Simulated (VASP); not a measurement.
# Si16C16O (a cell with a defect): single point with PBE

System: Si16C16O (a cell with a defect).

```
CELL_PARAMETERS angstrom
6.18792 0.00000 0.00000
-3.09396 5.35890 0.00000
0.00000 0.00000 10.12878
ATOMIC_POSITIONS crystal
Si 0.32315 0.17505 0.93522
Si 0.16552 0.33270 0.43866
Si 0.99922 0.00007 0.68961
Si 0.99667 0.99503 0.18898
Si 0.32314 0.64799 0.93520
Si 0.16656 0.83320 0.43605
Si 0.99921 0.49901 0.68963
Si 0.99667 0.50154 0.18897
Si 0.85023 0.17507 0.93518
Si 0.66501 0.33165 0.43604
Si 0.49884 0.99936 0.67748
Si 0.49885 0.99937 0.18169
Si 0.83215 0.66604 0.94824
Si 0.66502 0.83321 0.43603
Si 0.49813 0.49900 0.68960
Si 0.50318 0.50154 0.18899
C 0.33758 0.16063 0.73783
C 0.16551 0.33270 0.24987
C 0.99777 0.99718 0.49870
C 0.99115 0.98401 0.00875
C 0.33759 0.67683 0.73786
C 0.16664 0.83326 0.25009
C 0.99776 0.50044 0.49872
C 0.99115 0.50706 0.00872
C 0.82138 0.16062 0.73787
C 0.66495 0.33157 0.25009
C 0.49887 0.99935 0.49119
C 0.49883 0.99938 0.99486
C 0.83216 0.66603 0.75500
C 0.66495 0.83326 0.25009
C 0.50104 0.50045 0.49870
C 0.51420 0.50706 0.00877
O 0.16555 0.33271 0.87752
```

- Program: VASP 6.6.1
- Task: single point
- Functional: PBE
- Potentials or basis: VASP PAW PBE potentials, release 64 (Si, C, O)
- Cutoff: 520 eV
- k mesh: 1 × 1 × 1
- Occupations: fermi-dirac, width 0.01 eV
- Spin: no spin polarisation
- Dipole correction: no
- Charge: -2
- Further INCAR settings: LREAL = Auto; ALGO = Normal; EDIFF = 1e-06; NBANDS = 89; NELECT = 136.0

```yaml
Largest_force: 0.036 eV/Å
```

Forces in eV/Å, atoms in the order of the input:
```
Si   0.029 -0.017  0.007
Si   0.002  0.001  0.012
Si  -0.002 -0.008  0.004
Si   0.002 -0.003 -0.001
Si   0.002  0.035  0.009
Si  -0.003 -0.001  0.006
Si  -0.007  0.003  0.003
Si  -0.002  0.001 -0.001
Si  -0.029 -0.018  0.011
Si   0.000  0.005  0.004
Si   0.001 -0.001 -0.003
Si  -0.001 -0.001  0.006
Si   0.001  0.001  0.011
Si   0.004 -0.003  0.006
Si   0.006  0.005  0.006
Si   0.002  0.000  0.000
C    0.006 -0.005 -0.001
C    0.005  0.004 -0.007
C    0.000  0.003  0.001
C   -0.001 -0.004 -0.015
C   -0.004  0.007 -0.004
C   -0.004 -0.003  0.002
C    0.004 -0.002 -0.001
C   -0.004  0.000 -0.014
C   -0.009 -0.004 -0.007
C    0.001  0.008  0.002
C    0.002  0.003 -0.005
C   -0.002 -0.002  0.005
C   -0.003 -0.002 -0.013
C    0.006  0.000  0.001
C   -0.003 -0.003  0.003
C    0.003  0.000 -0.014
O   -0.002 -0.002 -0.014
```

Levels at points of the mesh, in eV from the Fermi level:
| k point | band 64 | band 65 | band 66 | band 67 | band 68 | band 69 | band 70 | band 71 | band 72 | band 73 |
| --- | --- | --- | --- | --- | --- | --- | --- | --- | --- | --- |
| (0.00, 0.00, 0.00) | -0.65 | -0.65 | -0.29 | -0.29 | -0.27 | 1.25 | 1.28 | 1.28 | 1.74 | 1.74 |

It took 38 s on 1 thread of Intel(R) Xeon(R) 6975P-C (Granite Rapids), on a shared host, peak memory 0.4 GiB.

Caveat: the k points lie up to 1.17 Å⁻¹ apart; the cell carries a net charge on a neutralising background, which shifts energy and pressure; the cell is charged against a uniform background, so pressure and absolute levels hang on convention.
